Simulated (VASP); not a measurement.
# CdS (Hawleyite) (F-43m) in VASP: a series of runs, part 2 of 2

VASP 6.6.1. The steps go on from the part before.

**4. Single point, LDA**

Contents of INCAR:

```
SYSTEM = CdS
  PREC = Accurate
  ENCUT = 520
  EDIFF = 1E-7
  ISMEAR = 0
  SIGMA = 0.01
  LREAL = .FALSE.
  LASPH = .TRUE.
  NELM = 60
  ALGO = Normal
  ISIF = 2
  LWAVE = .FALSE.
  LCHARG = .FALSE.
  NBANDS = 16
```

Contents of KPOINTS:

```
regular mesh
0
G
  8 8 8
  0 0 0
```

Contents of POSCAR:

```
CdS
1.0
    0.0000000000      2.9392138922      2.9392138922
    2.9392138922      0.0000000000      2.9392138922
    2.9392138922      2.9392138922      0.0000000000
Cd S
1 1
Direct
    0.0000000000      0.0000000000      0.0000000000
    0.2500000000      0.2500000000      0.2500000000
```

Potentials or basis: VASP PAW LDA potentials, release 64 (Cd, S).

Started as:

```bash
cat potpaw_LDA.64/Cd/POTCAR potpaw_LDA.64/S/POTCAR > POTCAR
mpirun -np 1 vasp_std > vasp.out
```

OUTCAR:

```text
SYSTEM = CdS
   PREC = Accurate
   ENCUT = 520
   EDIFF = 1E-7
   ISMEAR = 0
   LREAL = .FALSE.
   LASPH = .TRUE.
   NELM = 60
   ISIF = 2

 ion  position               nearest neighbor table
   1  0.000  0.000  0.000-   2 2.55   2 2.55   2 2.55   2 2.55
   2  0.250  0.250  0.250-   1 2.55   1 2.55   1 2.55   1 2.55

  LATTYP: Found a face centered cubic cell.
 ALAT       =     5.8784277844

  Lattice vectors:

 A1 = (   0.0000000000,   2.9392138922,   2.9392138922)
 A2 = (   2.9392138922,   0.0000000000,   2.9392138922)
 A3 = (   2.9392138922,   2.9392138922,   0.0000000000)

Analysis of symmetry for initial positions (statically):
=====================================================================
 Subroutine PRICEL returns:
 Original cell was already a primitive cell.

 Routine SETGRP: Setting up the symmetry group for a
 face centered cubic supercell.

 Subroutine GETGRP returns: Found 24 space group operations
 (whereof 24 operations were pure point group operations)
 out of a pool of 48 trial point group operations.

The static configuration has the point symmetry T_d .

[... 154 lines left out ...]
  ext. energy  EPLUGINS =         0.00000000
  ---------------------------------------------------
  free energy    TOTEN  =        -7.37866295 eV

  energy without entropy =       -7.37866295  energy(sigma->0) =       -7.37866295

 E-fermi :   1.0180     XC(G=0):  -9.4809

 val. band max:        0.9265807749   @ k =   0.0000   0.0000   0.0000
 cond. band min:       1.7678514326   @ k =   0.0000   0.0000   0.0000
 fundamental gap:      0.8412706577
 Fermi energy:         1.0180014183

 k-point     1 :       0.0000    0.0000    0.0000
  band No.  band energies     occupation
      1     -11.2881      2.00000
      2      -6.7662      2.00000
      3      -6.7662      2.00000
      4      -6.7662      2.00000
      5      -6.3124      2.00000
      6      -6.3124      2.00000
[... 433 lines left out ...]
      3      -6.5746      2.00000
      4      -6.3383      2.00000
      5      -6.2873      2.00000
      6      -5.8370      2.00000
[... 8 lines left out ...]
     15      12.9874      0.00000
     16      13.9306      0.00000

 [... further k-points ...]
[... 5 lines left out ...]
  --------------------------------------------------------------------------------------
  -------------------------------------------------------------------------------------
  Total       -1.0392140     -1.0392140     -1.0392140     -0.0000000     -0.0000000     -0.0000000
  in kB      -32.7862688    -32.7862688    -32.7862688     -0.0000000     -0.0000000     -0.0000000
  external PRESSURE =     -32.7862688 kB  Pullay stress =       0.0000000 kB

 VOLUME and BASIS-vectors are now :
 -----------------------------------------------------------------------------
  energy-cutoff  :      520.00
  volume of cell :       50.78
      direct lattice vectors                 reciprocal lattice vectors
     0.000000000  2.939213892  2.939213892    -0.170113513  0.170113513  0.170113513
     2.939213892  0.000000000  2.939213892     0.170113513 -0.170113513  0.170113513
     2.939213892  2.939213892  0.000000000     0.170113513  0.170113513 -0.170113513

 POSITION                                       TOTAL-FORCE (eV/Angst)
 -----------------------------------------------------------------------------------
      0.00000      0.00000      0.00000        -0.000000     -0.000000     -0.000000
      1.46961      1.46961      1.46961         0.000000      0.000000      0.000000
 -----------------------------------------------------------------------------------
    total drift:                                0.000000      0.000000      0.000000

  FREE ENERGIE OF THE ION-ELECTRON SYSTEM (eV)
  ---------------------------------------------------
  free  energy   TOTEN  =        -7.3786629522 eV

  energy  without entropy=       -7.3786629522  energy(sigma->0) =       -7.37866295
```

OSZICAR:

```text
N       E                     dE             d eps       ncg     rms          rms(c)
DAV:   1     0.110447798064E+03    0.11045E+03   -0.88473E+03   944   0.102E+03
DAV:   2    -0.354593320943E+01   -0.11399E+03   -0.10685E+03  1128   0.256E+02
DAV:   3    -0.786956240470E+01   -0.43236E+01   -0.43165E+01  1192   0.519E+01
DAV:   4    -0.789544290224E+01   -0.25880E-01   -0.25878E-01  1176   0.396E+00
DAV:   5    -0.789580264817E+01   -0.35975E-03   -0.35974E-03  1160   0.437E-01    0.768E+00
DAV:   6    -0.740989749579E+01    0.48591E+00   -0.78821E-01  1416   0.114E+01    0.616E+00
DAV:   7    -0.738465835777E+01    0.25239E-01   -0.14368E-01  1184   0.273E+00    0.294E+00
DAV:   8    -0.737906307202E+01    0.55953E-02   -0.15242E-02  1080   0.149E+00    0.210E-01
DAV:   9    -0.737865608259E+01    0.40699E-03   -0.16146E-03  1256   0.602E-01    0.562E-02
DAV:  10    -0.737865607323E+01    0.93644E-08   -0.14692E-04  1120   0.134E-01    0.584E-02
DAV:  11    -0.737866781036E+01   -0.11737E-04   -0.38386E-05  1120   0.557E-02    0.162E-02
DAV:  12    -0.737866281862E+01    0.49917E-05   -0.14357E-05  1416   0.477E-02    0.583E-03
DAV:  13    -0.737866297210E+01   -0.15348E-06   -0.13496E-06  1016   0.756E-03    0.630E-03
DAV:  14    -0.737866295221E+01    0.19889E-07   -0.33275E-08   848   0.134E-03
   1 F= -.73786630E+01 E0= -.73786630E+01  d E =-.166720E-40
```

Run time: 17 s. Hardware: 1 thread of AMD EPYC 9R45 (Zen 5), shared host; peak memory 0.13 GiB.

What came out:

- Free energy: -7.3787 eV
- Pressure: -3.3 GPa
- Band gap on the k mesh: 0.84 eV, direct

Levels at points of the mesh, in eV from the valence-band top:
| k point | band 6 | band 7 | band 8 | band 9 | band 10 | band 11 | band 12 | band 13 |
| --- | --- | --- | --- | --- | --- | --- | --- | --- |
| (0.00, 0.00, 0.00) | -7.24 | 0.00 | 0.00 | 0.00 | 0.84 | 6.36 | 6.36 | 6.36 |
| (0.50, 0.00, 0.00) | -6.87 | -4.38 | -0.74 | -0.74 | 2.75 | 6.84 | 6.84 | 7.16 |
| (0.50, 0.50, 0.00) | -6.81 | -3.95 | -1.84 | -1.84 | 3.35 | 4.14 | 8.86 | 10.40 |

**5. The runs side by side**

```csv
level,potentials or basis,k mesh,smearing,gap on the mesh (eV),pressure (GPa)
r2SCAN,"VASP PAW PBE potentials, release 64 (Cd, S)",6 × 6 × 6,fermi-dirac 0.02 eV,1.54,0.3
PBE,"VASP PAW PBE potentials, release 64 (Cd, S)",8 × 8 × 8,fermi-dirac 0.02 eV,1.10,1.7
LDA,"VASP PAW LDA potentials, release 64 (Cd, S)",8 × 8 × 8,gaussian 0.01 eV,0.84,-3.3
```

Alike in all rows: task single point; no spin polarisation; cell as given; cutoff (eV) 520.

Caveats: the PAW data sets were made with another functional, which shifts forces and pressure a little (some runs).

Absolute energies hang on the potentials; compare differences alone.
